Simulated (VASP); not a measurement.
# BIr3Pd (P4/mmm) in VASP: single point with PBE

Aim: the single point of BIr3Pd with PBE.

Everything below comes from runs of VASP 6.6.1. Logs are shortened: lines on timing, memory, paths and dates and some standing lists are left out, and cuts for length are marked.

## Step 1: The cell of the first run

It takes space group P4/mmm (No. 123, tetragonal). The conventional cell has a = 3.018 Å, b = 3.018 Å, c = 7.415 Å, α = 90.00°, β = 90.00°, γ = 90.00°. B (site symmetry 4/mmm) has 2 Ir at 2.03 Å and 4 Pd at 2.13 Å within 2.7 Å. Within 2.8 Å of Pd (site symmetry 4/mmm) lie 4 B at 2.13 Å. Ir (site symmetry 4mm) has 1 B at 2.03 Å and 4 Ir at 2.71 Å within 2.8 Å. Within 3.8 Å of Ir (site symmetry 4/mmm) lie 12 Ir at 2.71 to 3.02 Å and 2 Pd at 3.71 Å.

The cell was generated, and may not be a known phase.

## Step 2: Single point, PBE

Contents of INCAR:

```
SYSTEM = BIr3Pd
  PREC = Accurate
  ENCUT = 630
  EDIFF = 1E-6
  ISMEAR = 0
  SIGMA = 0.1
  LREAL = .FALSE.
  LASPH = .TRUE.
  NELM = 120
  ALGO = Normal
  ISIF = 2
  LWAVE = .FALSE.
  LCHARG = .TRUE.
  GGA = PE
  LELF = .TRUE.
  LVHAR = .TRUE.
  NBANDS = 44
  GGA_COMPAT = .FALSE.
```

Contents of KPOINTS:

```
regular mesh
0
G
  12 12 6
  0 0 0
```

Contents of POSCAR:

```
BIr3Pd
1.0
    3.0175387663      0.0000000000      0.0000000000
    0.0000000000      3.0175387663      0.0000000000
    0.0000000000      0.0000000000      7.4152459930
B Pd Ir
1 1 3
Direct
    0.5000000000      0.5000000000      0.0000000000
    0.0000000000      0.0000000000      0.0000000000
    0.5000000000      0.5000000000      0.2737594087
    0.5000000000      0.5000000000      0.7262405913
    0.0000000000      0.0000000000      0.5000000000
```

Potentials or basis: VASP PAW PBE potentials, release 64 (B, Pd_sv_GW, Ir_sv_GW).

Launch:

```
> cat potpaw_PBE.64/B/POTCAR potpaw_PBE.64/Pd_sv_GW/POTCAR potpaw_PBE.64/Ir_sv_GW/POTCAR > POTCAR
> mpirun -np 1 vasp_std > vasp.out
```

OUTCAR:

```text
SYSTEM = BIr3Pd
   PREC = Accurate
   ENCUT = 630
   EDIFF = 1E-6
   ISMEAR = 0
   LREAL = .FALSE.
   LASPH = .TRUE.
   NELM = 120
   ISIF = 2
   GGA = PE

 ion  position               nearest neighbor table
   1  0.500  0.500  0.000-   3 2.03   4 2.03   2 2.13   2 2.13   2 2.13   2 2.13
   2  0.000  0.000  0.000-   1 2.13   1 2.13   1 2.13   1 2.13   3 2.95   4 2.95   4 2.95   3 2.95
                             4 2.95   3 2.95   3 2.95   4 2.95
   3  0.500  0.500  0.274-   1 2.03   5 2.71   5 2.71   5 2.71   5 2.71   2 2.95   2 2.95   2 2.95
                             2 2.95
   4  0.500  0.500  0.726-   1 2.03   5 2.71   5 2.71   5 2.71   5 2.71   2 2.95   2 2.95   2 2.95
                             2 2.95
   5  0.000  0.000  0.500-   3 2.71   4 2.71   3 2.71   4 2.71   3 2.71   4 2.71   3 2.71   4 2.71

  LATTYP: Found a simple tetragonal cell.
 ALAT       =     3.0175387663
 C/A-ratio  =     2.4573821804

  Lattice vectors:

 A1 = (   3.0175387663,   0.0000000000,   0.0000000000)
 A2 = (   0.0000000000,   3.0175387663,   0.0000000000)
 A3 = (   0.0000000000,   0.0000000000,   7.4152459930)

Analysis of symmetry for initial positions (statically):
=====================================================================
 Subroutine PRICEL returns:
 Original cell was already a primitive cell.

 Routine SETGRP: Setting up the symmetry group for a
 simple tetragonal supercell.

 Subroutine GETGRP returns: Found 16 space group operations
 (whereof 16 operations were pure point group operations)
 out of a pool of 16 trial point group operations.

The static configuration has the point symmetry D_4h.

Analysis of symmetry for dynamics (positions and initial velocities):
=====================================================================
 Subroutine PRICEL returns:
 Original cell was already a primitive cell.

 Routine SETGRP: Setting up the symmetry group for a
 simple tetragonal supercell.

 Subroutine GETGRP returns: Found 16 space group operations
 (whereof 16 operations were pure point group operations)
 out of a pool of 16 trial point group operations.

The dynamic configuration has the point symmetry D_4h.

 Subroutine INISYM returns: Found 16 space group operations
 (whereof 16 operations are pure point group operations),
 and found     1 'primitive' translations

----------------------------------------------------------------------------------------

                                     Primitive cell
[... 98 lines left out ...]
   LREAL  =      F    real-space projection
   EDIFFG = 0.1E-04   stopping-criterion for IOM
   NSW    =      0    number of steps for IOM
   IBRION =     -1    ionic relax: 0-MD 1-quasi-New 2-CG
   NFREE  =      0    steps in history (QN), initial steepest desc. (CG)
   ISIF   =      2    stress and relaxation
   ISYM   =      2    0-nonsym 1-usesym 2-fastsym
   POTIM  = 0.5000    time-step for ionic-motion
   TEBEG  =    0.0;   TEEND  =   0.0 temperature during run
   PSTRESS=    0.0 pullay stress
   NELECT =      72.0000    total number of electrons
   NUPDOWN=      -1.0000    fix difference up-down
   EMIN   =  10.00;   EMAX   =-10.00  energy-range for DOS
   EFERMI =   0.00;   METHOD = LEGACY
   ISMEAR =     0;   SIGMA  =   0.10  broadening in eV -4-tet -1-fermi 0-gaus
   EFERMI_NEDOS =   21; number of points for ismear=-14 and -15
   IALGO  =     38    algorithm
   IMIX   =      4    mixing-type and parameters
     AMIX     =   0.40;   BMIX     =  1.00
     AMIX_MAG =   1.60;   BMIX_MAG =  1.00
  volume/ion in A,a.u.               =      13.50        91.13
  Fermi-wavevector in a.u.,A,eV,Ry     =   1.672535  3.160633 38.060579  2.797374
  Thomas-Fermi vector in A             =   2.757665
   LORBIT       =      0    0 simple, 1 ext, 2 COOP (PROOUT), +10 PAW based schemes
   GGA     = PE    functional components
   LHFCALC =     F    Hartree Fock is set to
   AEXX    =    0.0000 exact exchange contribution
   IVDW    =     0    specifies the selected vdW correction
   LEPSILON=     F    determine dielectric tensor
   LRPA    =     F    only Hartree local field effects (RPA)
 non-spin polarized calculation
 Gauss-broadening in eV      SIGMA  =   0.10
  energy-cutoff  :      630.00
  volume of cell :       67.52
 maximum number of plane-waves:      2460
 NGX is ok and might be reduce to    28
   NGX = 13   NGY = 13   NGZ = 31

 number of electron      72.0000005 magnetization

 Free energy of the ion-electron system (eV)
  ---------------------------------------------------
  ext. energy  EPLUGINS =         0.00000000
  ---------------------------------------------------
  free energy    TOTEN  =       -38.00613239 eV

  energy without entropy =      -37.98437257  energy(sigma->0) =      -37.99525248

 E-fermi :  10.4832     XC(G=0): -13.6916

 val. band max:       10.4796214542   @ k =   0.5000   0.5000   0.5000
 cond. band min:      10.4911988718   @ k =   0.2500   0.2500   0.5000
 fundamental gap:      0.0115774177
 Fermi energy:        10.4831917220

 k-point     1 :       0.0000    0.0000    0.0000
  band No.  band energies     occupation
      1     -82.1326      2.00000
      2     -81.9720      2.00000
      3     -81.9663      2.00000
      4     -74.7456      2.00000
      5     -40.5847      2.00000
      6     -40.5847      2.00000
[... 1117 lines left out ...]
     43      16.7686      0.00000
     44      17.4497      0.00000

 [... further k-points ...]

------------------------ aborting loop because EDIFF is reached ----------------------------------------

  FORCE on cell =-STRESS in cart. coord.  units (eV):
  Direction    XX          YY          ZZ          XY          YZ          ZX
  --------------------------------------------------------------------------------------
  -------------------------------------------------------------------------------------
  Total       -0.2036307     -0.2036307     -0.2157968      0.0000000      0.0000000      0.0000000
  in kB       -4.8319504     -4.8319504     -5.1206406      0.0000000      0.0000000      0.0000000
  external PRESSURE =      -4.9281805 kB  Pullay stress =       0.0000000 kB

 VOLUME and BASIS-vectors are now :
 -----------------------------------------------------------------------------
  energy-cutoff  :      630.00
  volume of cell :       67.52
      direct lattice vectors                 reciprocal lattice vectors
     3.017538766  0.000000000  0.000000000     0.331395908  0.000000000  0.000000000
     0.000000000  3.017538766  0.000000000     0.000000000  0.331395908  0.000000000
     0.000000000  0.000000000  7.415245993     0.000000000  0.000000000  0.134857293

 POSITION                                       TOTAL-FORCE (eV/Angst)
 -----------------------------------------------------------------------------------
      1.50877      1.50877      0.00000         0.000000      0.000000      0.000000
      0.00000      0.00000      0.00000         0.000000      0.000000      0.000000
      1.50877      1.50877      2.02999        -0.000000      0.000000      0.017680
      1.50877      1.50877      5.38525         0.000000     -0.000000     -0.017680
      0.00000      0.00000      3.70762         0.000000      0.000000      0.000000
 -----------------------------------------------------------------------------------
    total drift:                               -0.000000      0.000000     -0.000000

  FREE ENERGIE OF THE ION-ELECTRON SYSTEM (eV)
  ---------------------------------------------------
  free  energy   TOTEN  =       -38.0061323933 eV

  energy  without entropy=      -37.9843725750  energy(sigma->0) =      -37.99525248
```

It took 8.1 min on 1 thread of Intel Xeon Platinum 8375C at 2.90GHz (Ice Lake), shared host; peak memory 0.57 GiB.

What came out:

```yaml
Free_energy: -38.0061 eV
Pressure: -0.5 GPa
Largest_force: 0.018 eV/Å
Band_gap_on_the_k_mesh: zero (bands 36 and 37 overlap by 1.08 eV)
```

Forces in eV/Å, atoms in the order of the input:
```
B    0.000  0.000  0.000
Pd   0.000  0.000  0.000
Ir   0.000  0.000  0.018
Ir   0.000  0.000 -0.018
Ir   0.000  0.000  0.000
```

Caveat: spin-orbit coupling is left out, which moves the levels of the heavy elements.
